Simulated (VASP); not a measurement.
# ZrB2 (P6/mmm) in VASP: further runs

Runs on ZrB2. Level: LDA. Tasks: single point.

All numbers are computed with VASP 6.6.1; they aren't measurements. Logs are shortened: lines on timing, memory, paths and dates and some standing lists are left out, and cuts for length are marked.

### 1 The cell of the first run

The structure is hexagonal, space group P6/mmm (No. 191). Conventional cell: a = 3.144 Å, b = 3.144 Å, c = 3.496 Å, α = 90.00°, β = 90.00°, γ = 120.00°. Zr (site symmetry 6/mmm) has 12 B at 2.52 Å and 6 Zr at 3.14 Å within 3.3 Å. Within 2.4 Å of B (site symmetry -6m2) lie 3 B at 1.82 Å.

### 2 Single point, LDA (volume scaled by 0.98)

Input file INCAR:

```
  PREC = Accurate
  ENCUT = 520
  EDIFF = 1E-6
  ISMEAR = -1
  SIGMA = 0.05
  LREAL = F
  LASPH = T
  NELM = 100
  ALGO = Normal
  ISIF = 2
  LWAVE = F
  LCHARG = F
  GGA = CA
  NBANDS = 16
```

Input file KPOINTS:

```
Automatic mesh
0
Gamma
  12 12 9
```

Input file POSCAR:

```
ZrB2
1.0
    3.1437575759      0.0000000000      0.0000000000
   -1.5718787880      2.7225739241      0.0000000000
    0.0000000000      0.0000000000      3.4963751271
Zr B
1 2
Direct
    0.0000000000      0.0000000000      0.0000000000
    0.3333333333      0.6666666667      0.5000000000
    0.6666666667      0.3333333333      0.5000000000
```

Potentials or basis: VASP PAW LDA potentials, release 64 (Zr_sv, B).

Started as:

```console
> cat potpaw_LDA.64/Zr_sv/POTCAR potpaw_LDA.64/B/POTCAR > POTCAR
> mpirun -np 1 vasp_std > vasp.out
```

OUTCAR:

```text
PREC = Accurate
   ENCUT = 520
   EDIFF = 1E-6
   ISMEAR = -1
   LREAL = F
   LASPH = T
   NELM = 100
   ISIF = 2
   GGA = CA

 ion  position               nearest neighbor table
   1  0.000  0.000  0.000-   2 2.52   3 2.52   2 2.52   3 2.52   3 2.52   3 2.52   2 2.52   2 2.52
                             3 2.52   3 2.52   2 2.52   2 2.52
   2  0.333  0.667  0.500-   3 1.82   3 1.82   3 1.82   1 2.52   1 2.52   1 2.52   1 2.52   1 2.52
                             1 2.52
   3  0.667  0.333  0.500-   2 1.82   2 1.82   2 1.82   1 2.52   1 2.52   1 2.52   1 2.52   1 2.52
                             1 2.52

  LATTYP: Found a hexagonal cell.
 ALAT       =     3.1437575759
 C/A-ratio  =     1.1121643583

  Lattice vectors:

 A1 = (   3.1437575759,   0.0000000000,   0.0000000000)
 A2 = (  -1.5718787880,   2.7225739241,   0.0000000000)
 A3 = (   0.0000000000,   0.0000000000,   3.4963751271)

Analysis of symmetry for initial positions (statically):
=====================================================================
 Subroutine PRICEL returns:
 Original cell was already a primitive cell.

 Routine SETGRP: Setting up the symmetry group for a
 hexagonal supercell.

 Subroutine GETGRP returns: Found 24 space group operations
 (whereof 24 operations were pure point group operations)
 out of a pool of 24 trial point group operations.

The static configuration has the point symmetry D_6h.

Analysis of symmetry for dynamics (positions and initial velocities):
=====================================================================
 Subroutine PRICEL returns:
 Original cell was already a primitive cell.

 Routine SETGRP: Setting up the symmetry group for a
 hexagonal supercell.

 Subroutine GETGRP returns: Found 24 space group operations
 (whereof 24 operations were pure point group operations)
 out of a pool of 24 trial point group operations.

The dynamic configuration has the point symmetry D_6h.

 Subroutine INISYM returns: Found 24 space group operations
 (whereof 24 operations are pure point group operations),
 and found     1 'primitive' translations

----------------------------------------------------------------------------------------

                                     Primitive cell

  volume of cell :      29.9259

  direct lattice vectors                    reciprocal lattice vectors
     3.143757576  0.000000000  0.000000000     0.318090685  0.183649742  0.000000000
    -1.571878788  2.722573924  0.000000000     0.000000000  0.367299485  0.000000000
     0.000000000  0.000000000  3.496375127     0.000000000  0.000000000  0.286010500

  length of vectors
     3.143757576  3.143757576  3.496375127     0.367299485  0.367299485  0.286010500

  position of ions in fractional coordinates (direct lattice)
     0.000000000  0.000000000  0.000000000
     0.333333333  0.666666667  0.500000000
     0.666666667  0.333333333  0.500000000

  ion indices of the primitive-cell ions
   primitive index   ion index
                 1           1
                 2           2
                 3           3

----------------------------------------------------------------------------------------

 KPOINTS: Automatic mesh

Automatic generation of k-mesh.
 Grid dimensions read from file:
 generate k-points for:   12   12    9

 Generating k-lattice:

  Cartesian coordinates                     Fractional coordinates (reciprocal lattice)
     0.026507557  0.015304145  0.000000000     0.083333333 -0.000000000  0.000000000
     0.000000000  0.030608290  0.000000000     0.000000000  0.083333333  0.000000000
     0.000000000  0.000000000  0.031778944     0.000000000  0.000000000  0.111111111

  Length of vectors
     0.030608290  0.030608290  0.031778944

  Shift w.r.t. Gamma in fractional coordinates (k-lattice)
     0.000000000  0.000000000  0.000000000

 Subroutine IBZKPT returns following result:
 ===========================================

 Found     95 irreducible k-points:

 Following reciprocal coordinates:
            Coordinates               Weight
  0.000000  0.000000  0.000000      1.000000
  0.083333 -0.000000  0.000000      6.000000
  0.166667  0.000000  0.000000      6.000000
  0.250000  0.000000  0.000000      6.000000
  0.333333 -0.000000  0.000000      6.000000
  0.416667 -0.000000  0.000000      6.000000
[... 16 lines left out ...]
  0.250000  0.000000  0.111111     12.000000
  0.333333 -0.000000  0.111111     12.000000
 [... further k-points ...]
   k-points           NKPTS =     95   k-points in BZ     NKDIM =     95   number of bands    NBANDS=     16
   number of dos      NEDOS =    301   number of ions     NIONS =      3
   total plane-waves  NPLWV =  16128
   dimension x,y,z NGX =    24 NGY =   24 NGZ =   28
   dimension x,y,z NGXF=    48 NGYF=   48 NGZF=   56
   ions per type =               1   2
   NGX,Y,Z   is equivalent  to a cutoff of  12.69, 12.69, 13.31 a.u.
   NGXF,Y,Z  is equivalent  to a cutoff of  25.38, 25.38, 26.63 a.u.
 SYSTEM =  unknown system
   PREC   = accura    normal or accurate (medium, high low for compatibility)
   ISTART =      0    job   : 0-new  1-cont  2-samecut
   ICHARG =      2    charge: 1-file 2-atom 10-const
   ISPIN  =      1    spin polarized calculation?
   LNONCOLLINEAR =      F non collinear calculations
   LSORBIT =      F    spin-orbit coupling
   LASPH  =      T    aspherical Exc in radial PAW
   ENCUT  =  520.0 eV  38.22 Ry    6.18 a.u.   5.85  5.85  6.50*2*pi/ulx,y,z
   NELM   =    100;   NELMIN=  2; NELMDL= -5     # of ELM steps
   EDIFF  = 0.1E-05   stopping-criterion for ELM
   LREAL  =      F    real-space projection
   EDIFFG = 0.1E-04   stopping-criterion for IOM
   NSW    =      0    number of steps for IOM
   IBRION =     -1    ionic relax: 0-MD 1-quasi-New 2-CG
   NFREE  =      0    steps in history (QN), initial steepest desc. (CG)
   ISIF   =      2    stress and relaxation
   ISYM   =      2    0-nonsym 1-usesym 2-fastsym
   POTIM  = 0.5000    time-step for ionic-motion
   TEBEG  =    0.0;   TEEND  =   0.0 temperature during run
   PSTRESS=    0.0 pullay stress
   NELECT =      18.0000    total number of electrons
   NUPDOWN=      -1.0000    fix difference up-down
   EMIN   =  10.00;   EMAX   =-10.00  energy-range for DOS
   EFERMI =   0.00;   METHOD = LEGACY
   ISMEAR =    -1;   SIGMA  =   0.05  broadening in eV -4-tet -1-fermi 0-gaus
   EFERMI_NEDOS =   21; number of points for ismear=-14 and -15
   IALGO  =     38    algorithm
   IMIX   =      4    mixing-type and parameters
     AMIX     =   0.40;   BMIX     =  1.00
     AMIX_MAG =   1.60;   BMIX_MAG =  1.00
  volume/ion in A,a.u.               =       9.98        67.32
  Fermi-wavevector in a.u.,A,eV,Ry     =   1.381922  2.611453 25.983147  1.909707
  Thomas-Fermi vector in A             =   2.506661
   LORBIT       =      0    0 simple, 1 ext, 2 COOP (PROOUT), +10 PAW based schemes
   GGA     = CA    functional components
   LHFCALC =     F    Hartree Fock is set to
   AEXX    =    0.0000 exact exchange contribution
   IVDW    =     0    specifies the selected vdW correction
   LEPSILON=     F    determine dielectric tensor
   LRPA    =     F    only Hartree local field effects (RPA)
 non-spin polarized calculation
  energy-cutoff  :      520.00
  volume of cell :       29.93
 maximum number of plane-waves:       824
 NGX is ok and might be reduce to    24
   NGX = 11   NGY = 11   NGZ = 13

 number of electron      18.0000000 magnetization

 Free energy of the ion-electron system (eV)
  ---------------------------------------------------
  ext. energy  EPLUGINS =         0.00000000
  ---------------------------------------------------
  free energy    TOTEN  =       -27.48456867 eV

  energy without entropy =      -27.48265804  energy(sigma->0) =      -27.48361336

 E-fermi :  10.8383     XC(G=0): -12.7128

 val. band max:       10.8371832602   @ k =   0.1667   0.1667   0.1111
 cond. band min:      10.9062398769   @ k =   0.1667   0.1667   0.2222
 fundamental gap:      0.0690566168
 Fermi energy:        10.8383345572

 k-point     1 :       0.0000    0.0000    0.0000
  band No.  band energies     occupation
      1     -37.4918      2.00000
      2     -15.8511      2.00000
      3     -15.2468      2.00000
      4     -15.2468      2.00000
      5      -1.9137      2.00000
      6       8.0744      2.00000
[... 8 lines left out ...]
     15      16.0150      0.00000
     16      16.0150      0.00000

 k-point     2 :       0.0833   -0.0000    0.0000
  band No.  band energies     occupation
      1     -37.4830      2.00000
      2     -15.8383      2.00000
      3     -15.3219      2.00000
      4     -15.2630      2.00000
      5      -1.7713      2.00000
      6       7.6817      2.00000
[... 8 lines left out ...]
     15      16.6319      0.00000
     16      16.9462      0.00000

 k-point     3 :       0.1667    0.0000    0.0000
  band No.  band energies     occupation
      1     -37.4589      2.00000
      2     -15.8031      2.00000
      3     -15.5224      2.00000
      4     -15.3070      2.00000
      5      -1.3621      2.00000
      6       6.7459      2.00000
[... 8 lines left out ...]
     15      17.6543      0.00000
     16      17.9521      0.00000

 k-point     4 :       0.2500    0.0000    0.0000
  band No.  band energies     occupation
      1     -37.4258      2.00000
      2     -15.7859      2.00000
      3     -15.7546      2.00000
      4     -15.3664      2.00000
      5      -0.7299      2.00000
      6       5.6066      2.00000
[... 8 lines left out ...]
     15      18.0751      0.00000
     16      19.8254      0.00000
[... 324 lines left out ...]
 k-point    22 :       0.1667    0.0000    0.1111
  band No.  band energies     occupation
      1     -37.4563      2.00000
      2     -15.8517      2.00000
      3     -15.5170      2.00000
      4     -15.3031      2.00000
      5      -1.1945      2.00000
      6       6.7221      2.00000
[... 8 lines left out ...]
     15      17.8308      0.00000
     16      18.4995      0.00000

 k-point    23 :       0.2500    0.0000    0.1111
  band No.  band energies     occupation
      1     -37.4232      2.00000
      2     -15.8065      2.00000
      3     -15.7735      2.00000
      4     -15.3621      2.00000
      5      -0.5939      2.00000
      6       5.5361      2.00000
[... 8 lines left out ...]
     15      18.2994      0.00000
     16      19.9408      0.00000

 k-point    24 :       0.3333   -0.0000    0.1111
  band No.  band energies     occupation
      1     -37.3899      2.00000
      2     -16.0319      2.00000
      3     -15.7483      2.00000
      4     -15.4202      2.00000
      5       0.1712      2.00000
      6       4.3255      2.00000
[... 8 lines left out ...]
     15      18.6686      0.00000
     16      21.6667      0.00000

 [... further k-points ...]

------------------------ aborting loop because EDIFF is reached ----------------------------------------

  FORCE on cell =-STRESS in cart. coord.  units (eV):
  Direction    XX          YY          ZZ          XY          YZ          ZX
  --------------------------------------------------------------------------------------
  -------------------------------------------------------------------------------------
  Total       -0.4103497     -0.4103497     -0.2377249      0.0000000      0.0000000      0.0000000
  in kB      -21.9693890    -21.9693890    -12.7273637      0.0000000      0.0000000      0.0000000
  external PRESSURE =     -18.8887139 kB  Pullay stress =       0.0000000 kB

 VOLUME and BASIS-vectors are now :
 -----------------------------------------------------------------------------
  energy-cutoff  :      520.00
  volume of cell :       29.93
      direct lattice vectors                 reciprocal lattice vectors
     3.143757576  0.000000000  0.000000000     0.318090685  0.183649742  0.000000000
    -1.571878788  2.722573924  0.000000000     0.000000000  0.367299485  0.000000000
     0.000000000  0.000000000  3.496375127     0.000000000  0.000000000  0.286010500

 POSITION                                       TOTAL-FORCE (eV/Angst)
 -----------------------------------------------------------------------------------
      0.00000      0.00000      0.00000         0.000000      0.000000      0.000000
     -0.00000      1.81505      1.74819         0.000000     -0.000000      0.000000
      1.57188      0.90752      1.74819        -0.000000      0.000000      0.000000
 -----------------------------------------------------------------------------------
    total drift:                               -0.000000      0.000000     -0.000000

  FREE ENERGIE OF THE ION-ELECTRON SYSTEM (eV)
  ---------------------------------------------------
  free  energy   TOTEN  =       -27.4845686739 eV

  energy  without entropy=      -27.4826580385  energy(sigma->0) =      -27.48361336
```

Run time: 16 s. Hardware: 1 thread of Intel Xeon 6975P-C (Granite Rapids), shared host; peak memory 0.16 GiB.

What came out:

- Free energy: -27.4846 eV
- Pressure: -1.9 GPa
- Band gap on the k mesh: zero (band 9 reaches 11.52 eV, above the bottom of band 10 at 10.23 eV)

Stress tensor (GPa, compression positive):
```
-2.20  0.00  0.00
 0.00 -2.20  0.00
 0.00  0.00 -1.27
```

### 3 Single point, LDA (volume scaled by 0.99)

Input file INCAR:

```
SYSTEM = ZrB2
ALGO = Normal
EDIFF = 1E-6
ENCUT = 520
GGA = CA
ISIF = 2
ISMEAR = -1
LASPH = .TRUE.
LCHARG = .FALSE.
LREAL = .FALSE.
LWAVE = .FALSE.
NBANDS = 16
NELM = 100
PREC = Accurate
SIGMA = 0.05
```

Input file KPOINTS:

```
k-points
0
G
  12 12 9
  0 0 0
```

Input file POSCAR:

```
ZrB2
1.0
    3.1544144627      0.0000000000      0.0000000000
   -1.5772072314      2.7318030588      0.0000000000
    0.0000000000      0.0000000000      3.5082273368
Zr B
1 2
Direct
    0.0000000000      0.0000000000      0.0000000000
    0.3333333333      0.6666666667      0.5000000000
    0.6666666667      0.3333333333      0.5000000000
```

Potentials or basis: VASP PAW LDA potentials, release 64 (Zr_sv, B).

Started as:

```console
> cat potpaw_LDA.64/Zr_sv/POTCAR potpaw_LDA.64/B/POTCAR > POTCAR
> mpirun -np 1 vasp_std > vasp.out
```

Run time: 16 s. Hardware: 1 thread of Intel Xeon 6975P-C (Granite Rapids), shared host; peak memory 0.16 GiB.

It converged, with:

```
Free energy            : -27.4787 eV
Pressure               : -4.4 GPa
Band gap on the k mesh : zero (band 9 reaches 11.40 eV, above the bottom of band 10 at 10.12 eV)
```

Stress tensor (GPa, compression positive):
```
-4.78  0.00  0.00
 0.00 -4.78  0.00
 0.00  0.00 -3.68
```

Levels at points of the mesh, in eV from the Fermi level:
| k point | band 7 | band 8 | band 9 | band 10 | band 11 | band 12 |
| --- | --- | --- | --- | --- | --- | --- |
| (0.00, 0.00, 0.00) | -2.74 | -2.70 | -2.34 | 3.37 | 3.37 | 4.17 |
| (0.50, 0.00, 0.00) | -4.00 | -3.12 | -2.80 | 2.22 | 2.26 | 4.93 |

(Continued in part 2 of 2.)
